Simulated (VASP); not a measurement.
# Pd (Fm-3m) in VASP: notebook

Runs on Pd. Level: LDA. Tasks: single point.

Program: VASP 6.6.1. These are calculated values, not measurements. Logs are shortened: lines on timing, memory, paths and dates and some standing lists are left out, and cuts for length are marked.

## Step 1: The cell of the first run

Symmetry: Fm-3m, No. 225, cubic system. Conventional cell: a = 3.310 Å, b = 3.310 Å, c = 3.310 Å, α = 90.00°, β = 90.00°, γ = 90.00°. Within 3.1 Å of Pd (site symmetry m-3m) lie 12 Pd at 2.34 Å.

## Step 2: Single point, LDA (volume scaled by 0.64)

INCAR

```
SYSTEM = Pd
PREC = Accurate ; ENCUT = 500
EDIFF = 1E-6 ; ISMEAR = -1
SIGMA = 0.08 ; LREAL = .False.
LASPH = .True. ; NELM = 120
ALGO = Normal ; ISIF = 2
LWAVE = .False. ; LCHARG = .False.
NBANDS = 11 ; GGA_COMPAT = .False.
```

KPOINTS

```
regular mesh
0
Gamma
  19 19 19
  0 0 0
```

POSCAR

```
Pd
1.0
    0.0000000000      1.6551180953      1.6551180953
    1.6551180953      0.0000000000      1.6551180953
    1.6551180953      1.6551180953      0.0000000000
Pd
1
Direct
    0.0000000000      0.0000000000      0.0000000000
```

Potentials or basis: VASP PAW LDA potentials, release 64 (Pd).

The run is started by

```sh
cat potpaw_LDA.64/Pd/POTCAR > POTCAR
mpirun -np 1 vasp_std > vasp.out
```

OUTCAR:

```text
SYSTEM = Pd
   PREC = Accurate
   ENCUT = 500
   EDIFF = 1E-6
   ISMEAR = -1
   LREAL = .False.
   LASPH = .True.
   NELM = 120
   ISIF = 2

 ion  position               nearest neighbor table
   1  0.000  0.000  0.000-

  LATTYP: Found a face centered cubic cell.
 ALAT       =     3.3102361906

  Lattice vectors:

 A1 = (   0.0000000000,   1.6551180953,   1.6551180953)
 A2 = (   1.6551180953,   0.0000000000,   1.6551180953)
 A3 = (   1.6551180953,   1.6551180953,   0.0000000000)

Analysis of symmetry for initial positions (statically):
=====================================================================
 Subroutine PRICEL returns:
 Original cell was already a primitive cell.

 Routine SETGRP: Setting up the symmetry group for a
 face centered cubic supercell.

 Subroutine GETGRP returns: Found 48 space group operations
 (whereof 48 operations were pure point group operations)
 out of a pool of 48 trial point group operations.

The static configuration has the point symmetry O_h .

Analysis of symmetry for dynamics (positions and initial velocities):
=====================================================================
 Subroutine PRICEL returns:
 Original cell was already a primitive cell.

 Routine SETGRP: Setting up the symmetry group for a
 face centered cubic supercell.

 Subroutine GETGRP returns: Found 48 space group operations
 (whereof 48 operations were pure point group operations)
 out of a pool of 48 trial point group operations.

The dynamic configuration has the point symmetry O_h .

 Subroutine INISYM returns: Found 48 space group operations
 (whereof 48 operations are pure point group operations),
 and found     1 'primitive' translations

----------------------------------------------------------------------------------------

                                     Primitive cell

  volume of cell :       9.0681

  direct lattice vectors                    reciprocal lattice vectors
     0.000000000  1.655118095  1.655118095    -0.302093247  0.302093247  0.302093247
     1.655118095  0.000000000  1.655118095     0.302093247 -0.302093247  0.302093247
     1.655118095  1.655118095  0.000000000     0.302093247  0.302093247 -0.302093247

  length of vectors
     2.340690458  2.340690458  2.340690458     0.523240853  0.523240853  0.523240853

  position of ions in fractional coordinates (direct lattice)
     0.000000000  0.000000000  0.000000000

  ion indices of the primitive-cell ions
   primitive index   ion index
                 1           1

----------------------------------------------------------------------------------------

 KPOINTS: regular mesh

Automatic generation of k-mesh.
 Grid dimensions read from file:
 generate k-points for:   19   19   19

 Generating k-lattice:

  Cartesian coordinates                     Fractional coordinates (reciprocal lattice)
    -0.015899645  0.015899645  0.015899645     0.052631579  0.000000000  0.000000000
     0.015899645 -0.015899645  0.015899645     0.000000000  0.052631579  0.000000000
     0.015899645  0.015899645 -0.015899645     0.000000000  0.000000000  0.052631579

  Length of vectors
     0.027538992  0.027538992  0.027538992

  Shift w.r.t. Gamma in fractional coordinates (k-lattice)
     0.000000000  0.000000000  0.000000000

 Subroutine IBZKPT returns following result:
 ===========================================

 Found    220 irreducible k-points:

 Following reciprocal coordinates:
            Coordinates               Weight
  0.000000  0.000000  0.000000      1.000000
  0.052632  0.000000  0.000000      8.000000
  0.105263  0.000000  0.000000      8.000000
  0.157895  0.000000  0.000000      8.000000
  0.210526  0.000000  0.000000      8.000000
  0.263158  0.000000  0.000000      8.000000
[... 16 lines left out ...]
 -0.315789  0.052632  0.000000     24.000000
 -0.263158  0.052632  0.000000     24.000000
 [... further k-points ...]
   k-points           NKPTS =    220   k-points in BZ     NKDIM =    220   number of bands    NBANDS=     11
   number of dos      NEDOS =    301   number of ions     NIONS =      1
   total plane-waves  NPLWV =   5832
   dimension x,y,z NGX =    18 NGY =   18 NGZ =   18
   dimension x,y,z NGXF=    36 NGYF=   36 NGZF=   36
   ions per type =               1
   NGX,Y,Z   is equivalent  to a cutoff of  12.78, 12.78, 12.78 a.u.
   NGXF,Y,Z  is equivalent  to a cutoff of  25.57, 25.57, 25.57 a.u.
 SYSTEM =  Pd
   PREC   = accura    normal or accurate (medium, high low for compatibility)
   ISTART =      0    job   : 0-new  1-cont  2-samecut
   ICHARG =      2    charge: 1-file 2-atom 10-const
   ISPIN  =      1    spin polarized calculation?
   LNONCOLLINEAR =      F non collinear calculations
   LSORBIT =      F    spin-orbit coupling
   LASPH  =      T    aspherical Exc in radial PAW
   ENCUT  =  500.0 eV  36.75 Ry    6.06 a.u.   4.27  4.27  4.27*2*pi/ulx,y,z
   NELM   =    120;   NELMIN=  2; NELMDL= -5     # of ELM steps
   EDIFF  = 0.1E-05   stopping-criterion for ELM
   LREAL  =      F    real-space projection
   EDIFFG = 0.1E-04   stopping-criterion for IOM
   NSW    =      0    number of steps for IOM
   IBRION =     -1    ionic relax: 0-MD 1-quasi-New 2-CG
   NFREE  =      0    steps in history (QN), initial steepest desc. (CG)
   ISIF   =      2    stress and relaxation
   ISYM   =      2    0-nonsym 1-usesym 2-fastsym
   POTIM  = 0.5000    time-step for ionic-motion
   TEBEG  =    0.0;   TEEND  =   0.0 temperature during run
   PSTRESS=    0.0 pullay stress
   NELECT =      10.0000    total number of electrons
   NUPDOWN=      -1.0000    fix difference up-down
   EMIN   =  10.00;   EMAX   =-10.00  energy-range for DOS
   EFERMI =   0.00;   METHOD = LEGACY
   ISMEAR =    -1;   SIGMA  =   0.08  broadening in eV -4-tet -1-fermi 0-gaus
   EFERMI_NEDOS =   21; number of points for ismear=-14 and -15
   IALGO  =     38    algorithm
   IMIX   =      4    mixing-type and parameters
     AMIX     =   0.40;   BMIX     =  1.00
     AMIX_MAG =   1.60;   BMIX_MAG =  1.00
  volume/ion in A,a.u.               =       9.07        61.19
  Fermi-wavevector in a.u.,A,eV,Ry     =   1.691359  3.196205 38.922130  2.860696
  Thomas-Fermi vector in A             =   2.773140
   LORBIT       =      0    0 simple, 1 ext, 2 COOP (PROOUT), +10 PAW based schemes
   GGA     = CA    functional components
   LHFCALC =     F    Hartree Fock is set to
   AEXX    =    0.0000 exact exchange contribution
   IVDW    =     0    specifies the selected vdW correction
   LEPSILON=     F    determine dielectric tensor
   LRPA    =     F    only Hartree local field effects (RPA)
 non-spin polarized calculation
  energy-cutoff  :      500.00
  volume of cell :        9.07
 maximum number of plane-waves:       259
 NGX is ok and might be reduce to    18
   NGX =  9   NGY =  9   NGZ =  9

 number of electron      10.0000003 magnetization

 Free energy of the ion-electron system (eV)
  ---------------------------------------------------
  ext. energy  EPLUGINS =         0.00000000
  ---------------------------------------------------
  free energy    TOTEN  =        -3.21413694 eV

  energy without entropy =       -3.18795186  energy(sigma->0) =       -3.20104440

 E-fermi :  20.7673     XC(G=0): -16.6889

 val. band max:       20.7621674261   @ k =   0.4211   0.3684   0.0000
 cond. band min:      20.7726419546   @ k =  -0.2632   0.4211   0.1579
 fundamental gap:      0.0104745286
 Fermi energy:        20.7673032767

 k-point     1 :       0.0000    0.0000    0.0000
  band No.  band energies     occupation
      1       9.0699      2.00000
      2      14.4918      2.00000
      3      14.4918      2.00000
      4      14.4918      2.00000
      5      18.0657      2.00000
      6      18.0657      2.00000
      7      36.2832      0.00000
      8      44.1567      0.00000
      9      44.1567      0.00000
     10      44.1567      0.00000
     11      44.2427      0.00000

 k-point     2 :       0.0526    0.0000    0.0000
  band No.  band energies     occupation
      1       9.2332      2.00000
      2      14.4038      2.00000
      3      14.5639      2.00000
      4      14.5639      2.00000
      5      18.0146      2.00000
      6      18.0146      2.00000
      7      36.5783      0.00000
      8      43.4060      0.00000
      9      44.2627      0.00000
     10      44.4366      0.00000
     11      44.4366      0.00000

 k-point     3 :       0.1053    0.0000    0.0000
  band No.  band energies     occupation
      1       9.6904      2.00000
      2      14.1920      2.00000
      3      14.7555      2.00000
      4      14.7555      2.00000
      5      17.8968      2.00000
      6      17.8968      2.00000
      7      37.3954      0.00000
      8      41.8699      0.00000
      9      44.2646      0.00000
     10      45.2547      0.00000
     11      45.2547      0.00000

 k-point     4 :       0.1579    0.0000    0.0000
  band No.  band energies     occupation
      1      10.3138      2.00000
      2      14.0280      2.00000
      3      14.9825      2.00000
      4      14.9825      2.00000
      5      17.8222      2.00000
      6      17.8222      2.00000
      7      38.4400      0.00000
      8      40.3426      0.00000
      9      44.2623      0.00000
     10      46.5507      0.00000
     11      46.5507      0.00000
[... 239 lines left out ...]
 k-point    22 :      -0.3684    0.0526    0.0000
  band No.  band energies     occupation
      1      10.4645      2.00000
      2      14.4523      2.00000
      3      14.6168      2.00000
      4      17.9533      2.00000
      5      19.6206      2.00000
      6      21.1299      0.02129
      7      34.6680      0.00000
      8      38.0071      0.00000
      9      44.2868      0.00000
     10      46.3310      0.00000
     11      47.8739      0.00000

 k-point    23 :      -0.3158    0.0526    0.0000
  band No.  band energies     occupation
      1      10.7271      2.00000
      2      14.6870      2.00000
      3      14.8307      2.00000
      4      16.6299      2.00000
      5      18.8374      2.00000
      6      20.2244      1.99774
      7      35.6465      0.00000
      8      39.6069      0.00000
      9      44.2828      0.00000
     10      47.7067      0.00000
     11      49.7564      0.00000

 k-point    24 :      -0.2632    0.0526    0.0000
  band No.  band energies     occupation
      1      10.9806      2.00000
      2      14.8457      2.00000
      3      15.0617      2.00000
      4      15.3660      2.00000
      5      18.0931      2.00000
      6      19.3708      2.00000
      7      36.7512      0.00000
      8      40.7148      0.00000
      9      44.2704      0.00000
     10      48.9891      0.00000
     11      49.5419      0.00000

 [... further k-points ...]

------------------------ aborting loop because EDIFF is reached ----------------------------------------

  FORCE on cell =-STRESS in cart. coord.  units (eV):
  Direction    XX          YY          ZZ          XY          YZ          ZX
  --------------------------------------------------------------------------------------
  -------------------------------------------------------------------------------------
  Total       18.3393562     18.3393562     18.3393562      0.0000000      0.0000000     -0.0000000
  in kB     3240.2439719   3240.2439719   3240.2439719      0.0000000      0.0000000     -0.0000000
  external PRESSURE =    3240.2439719 kB  Pullay stress =       0.0000000 kB

 VOLUME and BASIS-vectors are now :
 -----------------------------------------------------------------------------
  energy-cutoff  :      500.00
  volume of cell :        9.07
      direct lattice vectors                 reciprocal lattice vectors
     0.000000000  1.655118095  1.655118095    -0.302093247  0.302093247  0.302093247
     1.655118095  0.000000000  1.655118095     0.302093247 -0.302093247  0.302093247
     1.655118095  1.655118095  0.000000000     0.302093247  0.302093247 -0.302093247

 POSITION                                       TOTAL-FORCE (eV/Angst)
 -----------------------------------------------------------------------------------
      0.00000      0.00000      0.00000         0.000000      0.000000      0.000000
 -----------------------------------------------------------------------------------
    total drift:                                0.000000     -0.000000      0.000000

  FREE ENERGIE OF THE ION-ELECTRON SYSTEM (eV)
  ---------------------------------------------------
  free  energy   TOTEN  =        -3.2141369442 eV

  energy  without entropy=       -3.1879518595  energy(sigma->0) =       -3.20104440
```

It used 21 s of CPU time on 1 thread of AMD EPYC 7R13 Processor (Zen 3), with other jobs on the host.

What came out:

```
Free energy            : -3.2141 eV
Pressure               : 324.0 GPa
Band gap on the k mesh : zero (band 5 reaches 21.45 eV, above the bottom of band 6 at 17.82 eV)
```

(Part 1 of 2 ends here.)
